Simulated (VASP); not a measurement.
# Sn (P6_3/mmc) in VASP: further runs

Runs on Sn. Level: PBE. Tasks: single point.

All numbers are computed with VASP 6.6.1; they aren't measurements. Logs are shortened: lines on timing, memory, paths and dates and some standing lists are left out, and cuts for length are marked.

## 1. The cell of the first run

The structure is hexagonal, space group P6_3/mmc (No. 194). The conventional cell has a = 4.496 Å, b = 4.496 Å, c = 7.385 Å, α = 90.00°, β = 90.00°, γ = 120.00°. Within 3.6 Å of Sn (site symmetry 3m) lie 4 Sn at 2.76 Å.

## 2. Single point, PBE (strain -3.0%)

Input file INCAR:

```
SYSTEM = Sn
PREC = Accurate
ENCUT = 520
EDIFF = 1E-7
ISMEAR = -1
SIGMA = 0.02
LREAL = .FALSE.
LASPH = .TRUE.
NELM = 100
ALGO = Normal
ISIF = 2
LWAVE = .FALSE.
LCHARG = .FALSE.
GGA = PE
NBANDS = 36
```

Input file KPOINTS:

```
Automatic mesh
0
G
  6 6 4
  0 0 0
```

Input file POSCAR:

```
Sn
1.0
    4.4958933359      0.0000000000      0.0000000000
   -2.2479466679      3.8935578416      0.0000000000
    0.0000000000      0.0000000000      7.3854750926
Sn
4
Direct
    0.3333333333      0.6666666667      0.0003383636
    0.6666666667      0.3333333333      0.5003383636
    0.3333333333      0.6666666667      0.3746616364
    0.6666666667      0.3333333333      0.8746616364
```

Potentials or basis: VASP PAW PBE potentials, release 64 (Sn_d).

Run with:

```console
$ cat potpaw_PBE.64/Sn_d/POTCAR > POTCAR
$ mpirun -np 1 vasp_std > vasp.out
```

OUTCAR:

```text
SYSTEM = Sn
   PREC = Accurate
   ENCUT = 520
   EDIFF = 1E-7
   ISMEAR = -1
   LREAL = .FALSE.
   LASPH = .TRUE.
   NELM = 100
   ISIF = 2
   GGA = PE

 ion  position               nearest neighbor table
   1  0.333  0.667  0.000-   4 2.76   4 2.76   4 2.76   3 2.76
   2  0.667  0.333  0.500-   3 2.76   3 2.76   3 2.76   4 2.76
   3  0.333  0.667  0.375-   2 2.76   2 2.76   2 2.76   1 2.76
   4  0.667  0.333  0.875-   1 2.76   1 2.76   1 2.76   2 2.76

  LATTYP: Found a hexagonal cell.
 ALAT       =     4.4958933359
 C/A-ratio  =     1.6427158166

  Lattice vectors:

 A1 = (   4.4958933359,   0.0000000000,   0.0000000000)
 A2 = (  -2.2479466679,   3.8935578416,   0.0000000000)
 A3 = (   0.0000000000,   0.0000000000,   7.3854750926)

Analysis of symmetry for initial positions (statically):
=====================================================================
 Subroutine PRICEL returns:
 Original cell was already a primitive cell.

 Routine SETGRP: Setting up the symmetry group for a
 hexagonal supercell.

 Subroutine GETGRP returns: Found 24 space group operations
 (whereof  6 operations were pure point group operations)
 out of a pool of 24 trial point group operations.

The static configuration has the point symmetry C_3v.
 The point group associated with its full space group is D_6h.

Analysis of symmetry for dynamics (positions and initial velocities):
=====================================================================
 Subroutine PRICEL returns:
 Original cell was already a primitive cell.

 Routine SETGRP: Setting up the symmetry group for a
 hexagonal supercell.

 Subroutine GETGRP returns: Found 24 space group operations
 (whereof  6 operations were pure point group operations)
 out of a pool of 24 trial point group operations.

The dynamic configuration has the point symmetry C_3v.
 The point group associated with its full space group is D_6h.

 Subroutine INISYM returns: Found 24 space group operations
 (whereof  6 operations are pure point group operations),
 and found     1 'primitive' translations

----------------------------------------------------------------------------------------

                                     Primitive cell

  volume of cell :     129.2829

  direct lattice vectors                    reciprocal lattice vectors
     4.495893336  0.000000000  0.000000000     0.222425206  0.128417252  0.000000000
    -2.247946668  3.893557842  0.000000000     0.000000000  0.256834505  0.000000000
     0.000000000  0.000000000  7.385475093     0.000000000  0.000000000  0.135400903

  length of vectors
     4.495893336  4.495893336  7.385475093     0.256834505  0.256834505  0.135400903

  position of ions in fractional coordinates (direct lattice)
     0.333333333  0.666666667  0.000338364
     0.666666667  0.333333333  0.500338364
     0.333333333  0.666666667  0.374661636
     0.666666667  0.333333333  0.874661636

  ion indices of the primitive-cell ions
   primitive index   ion index
                 1           1
                 2           2
                 3           3
                 4           4

----------------------------------------------------------------------------------------

 KPOINTS: Automatic mesh

Automatic generation of k-mesh.
 Grid dimensions read from file:
 generate k-points for:    6    6    4

 Generating k-lattice:

  Cartesian coordinates                     Fractional coordinates (reciprocal lattice)
     0.037070868  0.021402875  0.000000000     0.166666667 -0.000000000  0.000000000
     0.000000000  0.042805751  0.000000000     0.000000000  0.166666667  0.000000000
     0.000000000  0.000000000  0.033850226     0.000000000  0.000000000  0.250000000

  Length of vectors
     0.042805751  0.042805751  0.033850226

  Shift w.r.t. Gamma in fractional coordinates (k-lattice)
     0.000000000  0.000000000  0.000000000

 Subroutine IBZKPT returns following result:
 ===========================================

 Found     21 irreducible k-points:

 Following reciprocal coordinates:
            Coordinates               Weight
  0.000000  0.000000  0.000000      1.000000
  0.166667  0.000000  0.000000      6.000000
  0.333333 -0.000000  0.000000      6.000000
  0.500000  0.000000  0.000000      3.000000
  0.166667  0.166667  0.000000      6.000000
  0.333333  0.166667  0.000000     12.000000
[... 13 lines left out ...]
  0.333333  0.166667  0.500000     12.000000
  0.333333  0.333333  0.500000      2.000000
   k-points           NKPTS =     21   k-points in BZ     NKDIM =     21   number of bands    NBANDS=     36
   number of dos      NEDOS =    301   number of ions     NIONS =      4
   total plane-waves  NPLWV =  72576
   dimension x,y,z NGX =    36 NGY =   36 NGZ =   56
   dimension x,y,z NGXF=    72 NGYF=   72 NGZF=  112
   ions per type =               4
   NGX,Y,Z   is equivalent  to a cutoff of  13.31, 13.31, 12.61 a.u.
   NGXF,Y,Z  is equivalent  to a cutoff of  26.62, 26.62, 25.21 a.u.
 SYSTEM =  Sn
   PREC   = accura    normal or accurate (medium, high low for compatibility)
   ISTART =      0    job   : 0-new  1-cont  2-samecut
   ICHARG =      2    charge: 1-file 2-atom 10-const
   ISPIN  =      1    spin polarized calculation?
   LNONCOLLINEAR =      F non collinear calculations
   LSORBIT =      F    spin-orbit coupling
   LASPH  =      T    aspherical Exc in radial PAW
   ENCUT  =  520.0 eV  38.22 Ry    6.18 a.u.   8.36  8.36 13.73*2*pi/ulx,y,z
   NELM   =    100;   NELMIN=  2; NELMDL= -5     # of ELM steps
   EDIFF  = 0.1E-06   stopping-criterion for ELM
   LREAL  =      F    real-space projection
   EDIFFG = 0.1E-05   stopping-criterion for IOM
   NSW    =      0    number of steps for IOM
   IBRION =     -1    ionic relax: 0-MD 1-quasi-New 2-CG
   NFREE  =      0    steps in history (QN), initial steepest desc. (CG)
   ISIF   =      2    stress and relaxation
   ISYM   =      2    0-nonsym 1-usesym 2-fastsym
   POTIM  = 0.5000    time-step for ionic-motion
   TEBEG  =    0.0;   TEEND  =   0.0 temperature during run
   PSTRESS=    0.0 pullay stress
   NELECT =      56.0000    total number of electrons
   NUPDOWN=      -1.0000    fix difference up-down
   EMIN   =  10.00;   EMAX   =-10.00  energy-range for DOS
   EFERMI =   0.00;   METHOD = LEGACY
   ISMEAR =    -1;   SIGMA  =   0.02  broadening in eV -4-tet -1-fermi 0-gaus
   EFERMI_NEDOS =   21; number of points for ismear=-14 and -15
   IALGO  =     38    algorithm
   IMIX   =      4    mixing-type and parameters
     AMIX     =   0.40;   BMIX     =  1.00
     AMIX_MAG =   1.60;   BMIX_MAG =  1.00
  volume/ion in A,a.u.               =      32.32       218.11
  Fermi-wavevector in a.u.,A,eV,Ry     =   1.238674  2.340755 20.875612  1.534314
  Thomas-Fermi vector in A             =   2.373190
   LORBIT       =      0    0 simple, 1 ext, 2 COOP (PROOUT), +10 PAW based schemes
   GGA     = PE    functional components
   LHFCALC =     F    Hartree Fock is set to
   AEXX    =    0.0000 exact exchange contribution
   IVDW    =     0    specifies the selected vdW correction
   LEPSILON=     F    determine dielectric tensor
   LRPA    =     F    only Hartree local field effects (RPA)
 non-spin polarized calculation
  energy-cutoff  :      520.00
  volume of cell :      129.28
 maximum number of plane-waves:      3520
 NGX is ok and might be reduce to    36
   NGX = 17   NGY = 17   NGZ = 27

 number of electron      56.0000016 magnetization

 Free energy of the ion-electron system (eV)
  ---------------------------------------------------
  ext. energy  EPLUGINS =         0.00000000
  ---------------------------------------------------
  free energy    TOTEN  =       -14.98096391 eV

  energy without entropy =      -14.98065822  energy(sigma->0) =      -14.98081106

 E-fermi :   6.2735     XC(G=0):  -9.1136

 val. band max:        6.2417307879   @ k =   0.0000   0.0000   0.0000
 cond. band min:       6.3202137408   @ k =   0.0000   0.0000   0.2500
 fundamental gap:      0.0784829529
 Fermi energy:         6.2734501596

 k-point     1 :       0.0000    0.0000    0.0000
  band No.  band energies     occupation
      1     -15.6100      2.00000
      2     -15.6100      2.00000
      3     -15.5522      2.00000
      4     -15.5448      2.00000
      5     -15.5448      2.00000
      6     -15.5274      2.00000
[... 28 lines left out ...]
     35      10.1914      0.00000
     36      11.1583      0.00000

 k-point     2 :       0.1667    0.0000    0.0000
  band No.  band energies     occupation
      1     -15.6328      2.00000
      2     -15.6178      2.00000
      3     -15.5727      2.00000
      4     -15.5589      2.00000
      5     -15.5429      2.00000
      6     -15.4987      2.00000
[... 28 lines left out ...]
     35      11.1454      0.00000
     36      11.1949      0.00000

 k-point     3 :       0.3333   -0.0000    0.0000
  band No.  band energies     occupation
      1     -15.6455      2.00000
      2     -15.6259      2.00000
      3     -15.6027      2.00000
      4     -15.5767      2.00000
      5     -15.5246      2.00000
      6     -15.4748      2.00000
[... 28 lines left out ...]
     35      12.0802      0.00000
     36      12.1276      0.00000
[... 625 lines left out ...]
 k-point    20 :       0.3333    0.1667    0.5000
  band No.  band energies     occupation
      1     -15.6241      2.00000
      2     -15.6241      2.00000
      3     -15.6028      2.00000
      4     -15.6028      2.00000
      5     -15.4945      2.00000
      6     -15.4945      2.00000
[... 28 lines left out ...]
     35      12.0519      0.00000
     36      12.0519      0.00000

 k-point    21 :       0.3333    0.3333    0.5000
  band No.  band energies     occupation
      1     -15.6373      2.00000
      2     -15.6373      2.00000
      3     -15.6033      2.00000
      4     -15.6033      2.00000
      5     -15.4832      2.00000
      6     -15.4832      2.00000
[... 28 lines left out ...]
     35      11.8328      0.00000
     36      11.8328      0.00000

------------------------ aborting loop because EDIFF is reached ----------------------------------------

  FORCE on cell =-STRESS in cart. coord.  units (eV):
  Direction    XX          YY          ZZ          XY          YZ          ZX
  --------------------------------------------------------------------------------------
  -------------------------------------------------------------------------------------
  Total        5.1438873      5.1438873      5.1422705      0.0000000      0.0000000     -0.0000000
  in kB       63.7471772     63.7471772     63.7271409      0.0000000      0.0000000     -0.0000000
  external PRESSURE =      63.7404984 kB  Pullay stress =       0.0000000 kB

 VOLUME and BASIS-vectors are now :
 -----------------------------------------------------------------------------
  energy-cutoff  :      520.00
  volume of cell :      129.28
      direct lattice vectors                 reciprocal lattice vectors
     4.495893336  0.000000000  0.000000000     0.222425206  0.128417252  0.000000000
    -2.247946668  3.893557842  0.000000000     0.000000000  0.256834505  0.000000000
     0.000000000  0.000000000  7.385475093     0.000000000  0.000000000  0.135400903

 POSITION                                       TOTAL-FORCE (eV/Angst)
 -----------------------------------------------------------------------------------
     -0.00000      2.59571      0.00250         0.000000     -0.000000      0.000241
      2.24795      1.29785      3.69524        -0.000000      0.000000      0.000241
     -0.00000      2.59571      2.76705         0.000000      0.000000     -0.000241
      2.24795      1.29785      6.45979        -0.000000     -0.000000     -0.000241
 -----------------------------------------------------------------------------------
    total drift:                               -0.000000      0.000000      0.000000

  FREE ENERGIE OF THE ION-ELECTRON SYSTEM (eV)
  ---------------------------------------------------
  free  energy   TOTEN  =       -14.9809639101 eV

  energy  without entropy=      -14.9806582160  energy(sigma->0) =      -14.98081106
```

Wall time 79 s (1 thread of Intel Xeon Platinum 8259CL at 2.50GHz (Skylake/Cascade Lake), shared host); peak memory 0.28 GiB.

Results:

* Free energy: -14.9810 eV
* Pressure: 6.4 GPa
* Band gap on the k mesh: 0.08 eV, indirect (least direct gap 0.19 eV)

Caveat: the cell differs from its parent crystal (strain -3.0%); spin-orbit coupling is left out, which moves the levels of the heavy elements. A k mesh can miss the band edges.

## 3. Single point, PBE

This run uses another cell than the first one, of 35.41 Å³/atom, 1.096 times its volume.

Input file INCAR:

```
PREC = Accurate
ENCUT = 520
EDIFF = 1E-6
ISMEAR = -1
SIGMA = 0.02
LREAL = F
LASPH = T
NELM = 60
ALGO = Normal
ISIF = 2
LWAVE = F
LCHARG = F
GGA = PE
NBANDS = 36
```

Input file KPOINTS:

```
regular mesh
0
Gamma
  6 6 4
```

Input file POSCAR:

```
Sn
1.0
    4.6349415834      0.0000000000      0.0000000000
   -2.3174707917      4.0139771563      0.0000000000
    0.0000000000      0.0000000000      7.6138918480
Sn
4
Direct
    0.3333333333      0.6666666667      0.0002405546
    0.6666666667      0.3333333333      0.5002405546
    0.3333333333      0.6666666667      0.3747594454
    0.6666666667      0.3333333333      0.8747594454
```

Potentials or basis: VASP PAW PBE potentials, release 64 (Sn_d).

Run with:

```console
$ cat potpaw_PBE.64/Sn_d/POTCAR > POTCAR
$ mpirun -np 1 vasp_std > vasp.out
```

Wall time 81 s (1 thread of Intel Xeon Platinum 8259CL at 2.50GHz (Skylake/Cascade Lake), shared host); peak memory 0.29 GiB.

It converged, with:

```yaml
Free_energy: -15.2729 eV
Pressure: 1.5 GPa
Largest_force: 0.046 eV/Å
Band_gap_on_the_k_mesh: zero (band 28 reaches 5.28 eV, above the bottom of band 29 at 5.19 eV)
```

Forces on the atoms (eV/Å):
```
Sn   0.000  0.000 -0.046
Sn   0.000  0.000 -0.046
Sn   0.000  0.000  0.046
Sn   0.000  0.000  0.046
```

Stress tensor (GPa, compression positive):
```
1.60 0.00 0.00
0.00 1.60 0.00
0.00 0.00 1.31
```

Levels at points of the mesh, in eV from the Fermi level:
```tsv
k point	band 26	band 27	band 28	band 29	band 30	band 31
(0.00, 0.00, 0.00)	-0.75	-0.18	0.06	0.25	0.25	2.05
(0.50, 0.00, 0.00)	-2.27	-1.96	-1.00	0.72	1.28	3.25
(0.00, 0.00, 0.50)	-0.53	-0.53	-0.53	0.41	0.41	2.95
(0.50, 0.00, 0.50)	-1.87	-1.75	-1.75	0.57	0.57	2.06
```

Caveat: spin-orbit coupling is left out, which moves the levels of the heavy elements.
